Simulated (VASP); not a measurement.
# CoPtO2 (R-3m) in VASP: further runs

CoPtO2 is run at these levels: PBE; tasks: single point.

All numbers are computed with VASP 6.6.1; they aren't measurements. Logs are shortened: lines on timing, memory, paths and dates and some standing lists are left out, and cuts for length are marked.

## Step 1: The cell of the first run

The structure is trigonal, space group R-3m (No. 166). The conventional cell has a = 2.769 Å, b = 2.769 Å, c = 17.347 Å, α = 90.00°, β = 90.00°, γ = 120.00°. Within 2.5 Å of Co (site symmetry -3m) lie 6 O at 1.86 Å. Within 2.6 Å of Pt (site symmetry -3m) lie 2 O at 1.95 Å. O (site symmetry 3m) has 3 Co at 1.86 Å and 1 Pt at 1.95 Å and 3 O at 2.47 Å within 2.5 Å.

## Step 2: Single point, PBE (strain -0.030 along x and y, -0.030 along z)

Input file INCAR:

```
PREC     = Accurate       # precision mode
ENCUT    = 520            # plane-wave cutoff, eV
EDIFF    = 1E-7           # SCF threshold, eV
ISMEAR   = 0              # smearing method
SIGMA    = 0.15           # smearing width, eV
LREAL    = F              # projectors in reciprocal space
LASPH    = T              # aspherical terms in the spheres
NELM     = 80             # most SCF steps
ALGO     = Normal         # electronic algorithm
ISIF     = 2              # what is computed and relaxed
LWAVE    = F              # write WAVECAR
LCHARG   = T              # write CHGCAR
GGA      = PE             # functional
LELF     = T              # ELF
LVHAR    = T            
NBANDS   = 24             # bands
```

Input file KPOINTS:

```
Automatic mesh
0
Gamma
  18 18 18
```

Input file POSCAR:

```
CoPtO2
1.0
    1.3845731292      0.7993836689      5.7822521208
   -1.3845731292      0.7993836689      5.7822521208
    0.0000000000     -1.5987673378      5.7822521208
Co Pt O
1 1 2
Direct
    0.5000000000      0.5000000000      0.5000000000
    0.0000000000      0.0000000000      0.0000000000
    0.8876528272      0.8876528272      0.8876528272
    0.1123471728      0.1123471728      0.1123471728
```

Potentials or basis: VASP PAW PBE potentials, release 64 (Co, Pt, O).

Started as:

```
$ cat potpaw_PBE.64/Co/POTCAR potpaw_PBE.64/Pt/POTCAR potpaw_PBE.64/O/POTCAR > POTCAR
$ mpirun -np 1 vasp_std > vasp.out
```

OUTCAR:

```text
PREC = Accurate
   ENCUT = 520
   EDIFF = 1E-7
   ISMEAR = 0
   LREAL = F
   LASPH = T
   NELM = 80
   ISIF = 2
   GGA = PE

 ion  position               nearest neighbor table
   1  0.500  0.500  0.500-   4 1.86   4 1.86   3 1.86   3 1.86   4 1.86   3 1.86   2 3.30   2 3.30
                             2 3.30   2 3.30   2 3.30   2 3.30
   2  0.000  0.000  0.000-   3 1.95   4 1.95   1 3.30   1 3.30   1 3.30   1 3.30   1 3.30   1 3.30

   3  0.888  0.888  0.888-   1 1.86   1 1.86   1 1.86   2 1.95
   4  0.112  0.112  0.112-   1 1.86   1 1.86   1 1.86   2 1.95

  LATTYP: Found a trigonal (rhomboedric) cell.
 ALAT       =     5.9992079968
 COS(alpha) =     0.8934695027

  Lattice vectors:

 A1 = (   1.3845731292,   0.7993836689,   5.7822521208)
 A2 = (  -1.3845731292,   0.7993836689,   5.7822521208)
 A3 = (   0.0000000000,  -1.5987673378,   5.7822521208)

Analysis of symmetry for initial positions (statically):
=====================================================================
 Subroutine PRICEL returns:
 Original cell was already a primitive cell.

 Routine SETGRP: Setting up the symmetry group for a
 trigonal (rhombohedral) supercell.

 Subroutine GETGRP returns: Found 12 space group operations
 (whereof 12 operations were pure point group operations)
 out of a pool of 12 trial point group operations.

The static configuration has the point symmetry D_3d.

Analysis of symmetry for dynamics (positions and initial velocities):
=====================================================================
 Subroutine PRICEL returns:
 Original cell was already a primitive cell.

 Routine SETGRP: Setting up the symmetry group for a
 trigonal (rhombohedral) supercell.

 Subroutine GETGRP returns: Found 12 space group operations
 (whereof 12 operations were pure point group operations)
 out of a pool of 12 trial point group operations.

The dynamic configuration has the point symmetry D_3d.

 Subroutine INISYM returns: Found 12 space group operations
 (whereof 12 operations are pure point group operations),
 and found     1 'primitive' translations

----------------------------------------------------------------------------------------

                                     Primitive cell

  volume of cell :      38.3990

  direct lattice vectors                    reciprocal lattice vectors
     1.384573129  0.799383669  5.782252121     0.361122132  0.208493960  0.057647665
    -1.384573129  0.799383669  5.782252121    -0.361122132  0.208493960  0.057647665
     0.000000000 -1.598767338  5.782252121     0.000000000 -0.416987920  0.057647665

  length of vectors
     5.999207997  5.999207997  5.999207997     0.420953891  0.420953891  0.420953891

  position of ions in fractional coordinates (direct lattice)
     0.500000000  0.500000000  0.500000000
     0.000000000  0.000000000  0.000000000
     0.887652827  0.887652827  0.887652827
     0.112347173  0.112347173  0.112347173

  ion indices of the primitive-cell ions
   primitive index   ion index
                 1           1
                 2           2
                 3           3
                 4           4

----------------------------------------------------------------------------------------

 KPOINTS: Automatic mesh

Automatic generation of k-mesh.
 Grid dimensions read from file:
 generate k-points for:   18   18   18

 Generating k-lattice:

  Cartesian coordinates                     Fractional coordinates (reciprocal lattice)
     0.020062341  0.011582998  0.003202648     0.055555556  0.000000000  0.000000000
    -0.020062341  0.011582998  0.003202648     0.000000000  0.055555556  0.000000000
     0.000000000 -0.023165996  0.003202648     0.000000000  0.000000000  0.055555556

  Length of vectors
     0.023386327  0.023386327  0.023386327

  Shift w.r.t. Gamma in fractional coordinates (k-lattice)
     0.000000000  0.000000000  0.000000000

 Subroutine IBZKPT returns following result:
 ===========================================

 Found    580 irreducible k-points:

 Following reciprocal coordinates:
            Coordinates               Weight
  0.000000  0.000000  0.000000      1.000000
  0.055556  0.000000  0.000000      6.000000
  0.111111  0.000000  0.000000      6.000000
  0.166667  0.000000 -0.000000      6.000000
  0.222222  0.000000 -0.000000      6.000000
  0.277778  0.000000  0.000000      6.000000
[... 16 lines left out ...]
 -0.277778  0.055556  0.000000     12.000000
 -0.222222  0.055556 -0.000000     12.000000
 [... further k-points ...]
   k-points           NKPTS =    580   k-points in BZ     NKDIM =    580   number of bands    NBANDS=     24
   number of dos      NEDOS =    301   number of ions     NIONS =      4
   total plane-waves  NPLWV = 110592
   dimension x,y,z NGX =    48 NGY =   48 NGZ =   48
   dimension x,y,z NGXF=    96 NGYF=   96 NGZF=   96
   ions per type =               1   1   2
   NGX,Y,Z   is equivalent  to a cutoff of  13.30, 13.30, 13.30 a.u.
   NGXF,Y,Z  is equivalent  to a cutoff of  26.60, 26.60, 26.60 a.u.
 SYSTEM =  unknown system
   PREC   = accura    normal or accurate (medium, high low for compatibility)
   ISTART =      0    job   : 0-new  1-cont  2-samecut
   ICHARG =      2    charge: 1-file 2-atom 10-const
   ISPIN  =      1    spin polarized calculation?
   LNONCOLLINEAR =      F non collinear calculations
   LSORBIT =      F    spin-orbit coupling
   LASPH  =      T    aspherical Exc in radial PAW
   ENCUT  =  520.0 eV  38.22 Ry    6.18 a.u.  11.15 11.15 11.15*2*pi/ulx,y,z
   NELM   =     80;   NELMIN=  2; NELMDL= -5     # of ELM steps
   EDIFF  = 0.1E-06   stopping-criterion for ELM
   LREAL  =      F    real-space projection
   EDIFFG = 0.1E-05   stopping-criterion for IOM
   NSW    =      0    number of steps for IOM
   IBRION =     -1    ionic relax: 0-MD 1-quasi-New 2-CG
   NFREE  =      0    steps in history (QN), initial steepest desc. (CG)
   ISIF   =      2    stress and relaxation
   ISYM   =      2    0-nonsym 1-usesym 2-fastsym
   POTIM  = 0.5000    time-step for ionic-motion
   TEBEG  =    0.0;   TEEND  =   0.0 temperature during run
   PSTRESS=    0.0 pullay stress
   NELECT =      31.0000    total number of electrons
   NUPDOWN=      -1.0000    fix difference up-down
   EMIN   =  10.00;   EMAX   =-10.00  energy-range for DOS
   EFERMI =   0.00;   METHOD = LEGACY
   ISMEAR =     0;   SIGMA  =   0.15  broadening in eV -4-tet -1-fermi 0-gaus
   EFERMI_NEDOS =   21; number of points for ismear=-14 and -15
   IALGO  =     38    algorithm
   IMIX   =      4    mixing-type and parameters
     AMIX     =   0.40;   BMIX     =  1.00
     AMIX_MAG =   1.60;   BMIX_MAG =  1.00
  volume/ion in A,a.u.               =       9.60        64.78
  Fermi-wavevector in a.u.,A,eV,Ry     =   1.524365  2.880632 31.615696  2.323688
  Thomas-Fermi vector in A             =   2.632682
   LORBIT       =      0    0 simple, 1 ext, 2 COOP (PROOUT), +10 PAW based schemes
   GGA     = PE    functional components
   LHFCALC =     F    Hartree Fock is set to
   AEXX    =    0.0000 exact exchange contribution
   IVDW    =     0    specifies the selected vdW correction
   LEPSILON=     F    determine dielectric tensor
   LRPA    =     F    only Hartree local field effects (RPA)
 non-spin polarized calculation
 Gauss-broadening in eV      SIGMA  =   0.15
  energy-cutoff  :      520.00
  volume of cell :       38.40
 maximum number of plane-waves:      1053
 NGX is ok and might be reduce to    48
   NGX = 23   NGY = 23   NGZ = 23

 number of electron      31.0000004 magnetization

 Free energy of the ion-electron system (eV)
  ---------------------------------------------------
  ext. energy  EPLUGINS =         0.00000000
  ---------------------------------------------------
  free energy    TOTEN  =       -26.15861667 eV

  energy without entropy =      -26.15325410  energy(sigma->0) =      -26.15593539

 E-fermi :   9.8897     XC(G=0): -13.0823

 val. band max:        9.8137818101   @ k =  -0.3333   0.5000   0.2778
 cond. band min:       9.9535962054   @ k =  -0.2778   0.2222   0.2222
 fundamental gap:      0.1398143952
 Fermi energy:         9.8897391561

 k-point     1 :       0.0000    0.0000    0.0000
  band No.  band energies     occupation
      1     -12.4926      2.00000
      2     -10.3085      2.00000
      3      -0.5482      2.00000
      4       2.2453      2.00000
      5       2.7252      2.00000
      6       2.7252      2.00000
[... 16 lines left out ...]
     23      25.4721      0.00000
     24      27.5318      0.00000

 k-point     2 :       0.0556    0.0000    0.0000
  band No.  band energies     occupation
      1     -12.4526      2.00000
      2     -10.3062      2.00000
      3      -0.4989      2.00000
      4       2.3409      2.00000
      5       2.6062      2.00000
      6       2.7447      2.00000
[... 16 lines left out ...]
     23      25.5869      0.00000
     24      27.0892      0.00000

 k-point     3 :       0.1111    0.0000    0.0000
  band No.  band energies     occupation
      1     -12.3348      2.00000
      2     -10.2995      2.00000
      3      -0.3570      2.00000
      4       2.3236      2.00000
      5       2.6120      2.00000
      6       2.8009      2.00000
[... 16 lines left out ...]
     23      25.7782      0.00000
     24      26.1457      0.00000
[... 514 lines left out ...]
 k-point    23 :      -0.2778    0.0556    0.0000
  band No.  band energies     occupation
      1     -11.4791      2.00000
      2     -10.2724      2.00000
      3       0.5081      2.00000
      4       1.3502      2.00000
      5       2.6982      2.00000
      6       3.1625      2.00000
[... 16 lines left out ...]
     23      23.4395      0.00000
     24      25.2802      0.00000

 k-point    24 :      -0.2222    0.0556   -0.0000
  band No.  band energies     occupation
      1     -11.7581      2.00000
      2     -10.2677      2.00000
      3       0.2495      2.00000
      4       1.5638      2.00000
      5       2.9427      2.00000
      6       3.1923      2.00000
[... 16 lines left out ...]
     23      23.8630      0.00000
     24      24.6479      0.00000

 [... further k-points ...]

------------------------ aborting loop because EDIFF is reached ----------------------------------------

  FORCE on cell =-STRESS in cart. coord.  units (eV):
  Direction    XX          YY          ZZ          XY          YZ          ZX
  --------------------------------------------------------------------------------------
  -------------------------------------------------------------------------------------
  Total        5.8750774      5.8750774      8.3144555      0.0000000      0.0000000      0.0000000
  in kB      245.1346651    245.1346651    346.9164936      0.0000000      0.0000000      0.0000000
  external PRESSURE =     279.0619413 kB  Pullay stress =       0.0000000 kB

 VOLUME and BASIS-vectors are now :
 -----------------------------------------------------------------------------
  energy-cutoff  :      520.00
  volume of cell :       38.40
      direct lattice vectors                 reciprocal lattice vectors
     1.384573129  0.799383669  5.782252121     0.361122132  0.208493960  0.057647665
    -1.384573129  0.799383669  5.782252121    -0.361122132  0.208493960  0.057647665
     0.000000000 -1.598767338  5.782252121     0.000000000 -0.416987920  0.057647665

 POSITION                                       TOTAL-FORCE (eV/Angst)
 -----------------------------------------------------------------------------------
      0.00000      0.00000      8.67338         0.000000     -0.000000      0.000000
      0.00000      0.00000      0.00000         0.000000     -0.000000      0.000000
      0.00000      0.00000     15.39790         0.000000     -0.000000      0.133064
      0.00000      0.00000      1.94886         0.000000      0.000000     -0.133064
 -----------------------------------------------------------------------------------
    total drift:                               -0.000000     -0.000000      0.000000

  FREE ENERGIE OF THE ION-ELECTRON SYSTEM (eV)
  ---------------------------------------------------
  free  energy   TOTEN  =       -26.1586166657 eV

  energy  without entropy=      -26.1532541048  energy(sigma->0) =      -26.15593539
```

Wall time 20 min (1 thread of Intel Xeon 6975P-C (Granite Rapids), shared host); peak memory 0.77 GiB.

What came out:

- Free energy: -26.1586 eV
- Pressure: 27.9 GPa
- Largest force: 0.133 eV/Å
- Band gap on the k mesh: zero (an odd number of electrons rules out a gap without spin polarisation)

Forces in eV/Å, atoms in the order of the input:
```
Co   0.000  0.000  0.000
Pt   0.000  0.000  0.000
O    0.000  0.000  0.133
O    0.000  0.000 -0.133
```

Caveat: the cell differs from its parent crystal (strain -0.030 along x and y, -0.030 along z); the stress differs along the axes, from 25 to 35 GPa; spin-orbit coupling is left out, which moves the levels of the heavy elements; an odd number of electrons without spin polarisation forces a metal; a magnetic or distorted state may lie lower; the run has no spin polarisation, though such a crystal can be magnetic; semilocal functionals often make such compounds metallic where correlation or magnetic order opens a gap, which also shifts bond lengths. Spin polarisation is off, so any magnetic state and its effect on volume and gap are missing.

## Step 3: Single point, PBE (strain -0.030 along x and y, -0.015 along z)

Input file INCAR:

```
SYSTEM = CoPtO2
PREC     = Accurate       ! precision mode
ENCUT    = 520            ! plane-wave cutoff, eV
EDIFF    = 1E-7           ! SCF threshold, eV
ISMEAR   = 0              ! smearing method
SIGMA    = 0.15           ! smearing width, eV
LREAL    = .False.        ! projectors in reciprocal space
LASPH    = .True.         ! aspherical terms in the spheres
NELM     = 80             ! most SCF steps
ALGO     = Normal         ! electronic algorithm
ISIF     = 2              ! what is computed and relaxed
LWAVE    = .False.        ! write WAVECAR
LCHARG   = .True.         ! write CHGCAR
GGA      = PE             ! functional
LELF     = .True.         ! ELF
LVHAR    = .True.       
NBANDS   = 24             ! bands
```

Input file KPOINTS:

```
Automatic mesh
0
Gamma
  18 18 18
  0 0 0
```

Input file POSCAR:

```
CoPtO2
1.0
    1.3845731292      0.7993836689      5.8716683907
   -1.3845731292      0.7993836689      5.8716683907
    0.0000000000     -1.5987673378      5.8716683907
Co Pt O
1 1 2
Direct
    0.5000000000      0.5000000000      0.5000000000
    0.0000000000      0.0000000000      0.0000000000
    0.8876528272      0.8876528272      0.8876528272
    0.1123471728      0.1123471728      0.1123471728
```

Potentials or basis: VASP PAW PBE potentials, release 64 (Co, Pt, O).

Started as:

```
$ cat potpaw_PBE.64/Co/POTCAR potpaw_PBE.64/Pt/POTCAR potpaw_PBE.64/O/POTCAR > POTCAR
$ mpirun -np 1 vasp_std > vasp.out
```

Wall time 20 min (1 thread of Intel Xeon 6975P-C (Granite Rapids), shared host); peak memory 0.78 GiB.

The run converged. Its results:

| Quantity | Value |
| --- | --- |
| Free energy | -26.2622 eV |
| Pressure | 21.4 GPa |
| Largest force | 0.393 eV/Å |
| Band gap on the k mesh | zero (an odd number of electrons rules out a gap without spin polarisation) |

Forces on the atoms (eV/Å):
```
Co   0.000  0.000  0.000
Pt   0.000  0.000  0.000
O    0.000  0.000  0.393
O    0.000  0.000 -0.393
```

Stress tensor (GPa, compression positive):
```
21.51  0.00  0.00
 0.00 21.51  0.00
 0.00  0.00 21.12
```

Levels at points of the mesh, in eV from the Fermi level:
| k point | band 14 | band 15 | band 16 | band 17 | band 18 | band 19 |
| --- | --- | --- | --- | --- | --- | --- |
| (0.00, 0.00, 0.00) | -1.75 | -1.75 | -1.75 | 1.91 | 1.91 | 2.90 |
| (0.50, 0.00, 0.00) | -1.15 | 0.09 | 1.10 | 1.34 | 1.36 | 2.40 |
| (0.50, 0.50, 0.00) | -1.18 | 0.09 | 0.20 | 1.79 | 2.36 | 2.38 |
| (0.50, 0.50, 0.50) | -1.04 | -0.84 | -0.84 | 1.45 | 1.45 | 4.02 |

Caveat: the cell differs from its parent crystal (strain -0.030 along x and y, -0.015 along z); the cell stands under pressure; spin-orbit coupling is left out, which moves the levels of the heavy elements; an odd number of electrons without spin polarisation forces a metal; a magnetic or distorted state may lie lower; the run has no spin polarisation, though such a crystal can be magnetic; semilocal functionals often make such compounds metallic where correlation or magnetic order opens a gap, which also shifts bond lengths.

The gap in the log of VASP goes by the Fermi energy; the results here count the filled bands.